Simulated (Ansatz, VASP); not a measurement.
**One calculation of SrTlF3, two programs**

Contents of INCAR:

```
PREC = Accurate
ENCUT = 600
EDIFF = 1E-6
ISMEAR = 0
SIGMA = 0.1
LREAL = False
LASPH = True
NELM = 80
ALGO = Normal
ISIF = 3
LWAVE = False
LCHARG = False
GGA = PE
IBRION = 2
NSW = 90
EDIFFG = -0.04
```

File KPOINTS:

```
regular mesh
0
Gamma
  6 6 2
```

POSCAR

```
SrTlF3
1.0
    4.0528638400      0.0000000000      0.0000000000
   -2.0264319200      3.5098830500      0.0000000000
    0.0000000000      0.0000000000      8.2727674600
Sr Tl F
1 1 3
Direct
    0.0000000000      0.0000000000      0.0000000000
    0.6666666700      0.3333333300      0.5000000000
    0.0000000000      0.0000000000      0.3423409100
    0.0000000000      0.0000000000      0.6576590900
    0.6666666700      0.3333333300      0.0000000000
```

Input for Ansatz:

```yaml
crystal:
  lattice:
    - [4.05286384, 0.0, 0.0]
    - [-2.02643192, 3.50988305, 0.0]
    - [0.0, 0.0, 8.27276746]
  atoms:
    - { symbol: Sr, position: [0.0, 0.0, 0.0] }
    - { symbol: Tl, position: [0.66666667, 0.33333333, 0.5] }
    - { symbol: F, position: [0.0, 0.0, 0.34234091] }
    - { symbol: F, position: [0.0, 0.0, 0.65765909] }
    - { symbol: F, position: [0.66666667, 0.33333333, 0.0] }
basis:
  ecutwfc: 420
kpoints:
  mp_grid: { grid: [6, 6, 2] }
hamiltonian:
  xc: pbe
scf:
  occupations: { method: gaussian, width: 0.1 }
  lower_state_search: "off"
output:
  forces: true
  stress: true
  eigenvalues: true
relax:
  adjacent_minimum: "off"
  f_tol: 0.04
  max_steps: 70
  cell: { stress_tol: 0.4 }
```

Alike in both runs: task relaxation of cell and atoms; functional PBE; k mesh 6 × 6 × 2; occupations gaussian, width 0.1 eV; no spin polarisation.

```csv
,VASP,Ansatz
version,VASP 6.6.1,Ansatz 0.2.0
potentials or method,"VASP PAW PBE potentials, release 64 (Sr_sv, Tl_d, F), cutoff 600 eV","scalar-relativistic, plane waves, PAW"
valence electrons in the cell,44,44
```

Ansatz gave:

- gap on the k mesh at the Fermi level, each at its own relaxed structure (eV): 3.30
- relaxed volume (Å³/atom): 23.61
- relaxed length of the cell vector where the two differ most in proportion (Å): 7.798

Task: Estimate VASP's values.

Result: gap on the k mesh at the Fermi level, each at its own relaxed structure (eV): 3.25; relaxed volume (Å³/atom): 23.71; relaxed length of the cell vector where the two differ most in proportion (Å): 7.758.

Neither program's run includes spin-orbit coupling.
